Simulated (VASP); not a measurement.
A run of VASP 6.6.1:

Contents of INCAR:

```
SYSTEM = C3N
PREC = Accurate
ENCUT = 520
EDIFF = 1E-7
ISMEAR = 0
SIGMA = 0.1
LREAL = .False.
LASPH = .True.
NELM = 150
ALGO = Normal
ISIF = 2
LWAVE = .False.
LCHARG = .True.
ISPIN = 2
MAGMOM = 1 1 1 1 1 1 1 1
LORBIT = 11
GGA = PE
LELF = .True.
LVHAR = .True.
NBANDS = 31
```

The input KPOINTS:

```
Automatic mesh
0
Gamma
  6 6 4
  0 0 0
```

Contents of POSCAR:

```
C3N
1.0
    4.4699211604      0.0000000000      0.0000000000
   -2.2349605802      3.8710652778      0.0000000000
    0.0000000000      0.0000000000      5.5125482328
C N
6 2
Direct
    0.7723293396      0.0000000000      0.7500000000
    0.7723293396      0.7723293396      0.2500000000
    0.2276706604      0.0000000000      0.2500000000
    0.2276706604      0.2276706604      0.7500000000
    0.0000000000      0.7723293396      0.7500000000
    0.0000000000      0.2276706604      0.2500000000
    0.0000000000      0.0000000000      0.5000000000
    0.0000000000      0.0000000000      0.0000000000
```

Potentials or basis: VASP PAW PBE potentials, release 64 (C, N).

Command:

```console
$ cat potpaw_PBE.64/C/POTCAR potpaw_PBE.64/N/POTCAR > POTCAR
$ mpirun -np 1 vasp_std > vasp.out
```

Hardware: 1 thread of Oxide Virtual Turin-like Processor, with other jobs on the host.

Q: How long does it take, and how much memory?

A: Run time: 110 s on 1 thread of Oxide Virtual Turin-like Processor, with other jobs on the host, peak memory 0.26 GiB. Counts: scf iterations 20, k points 21.
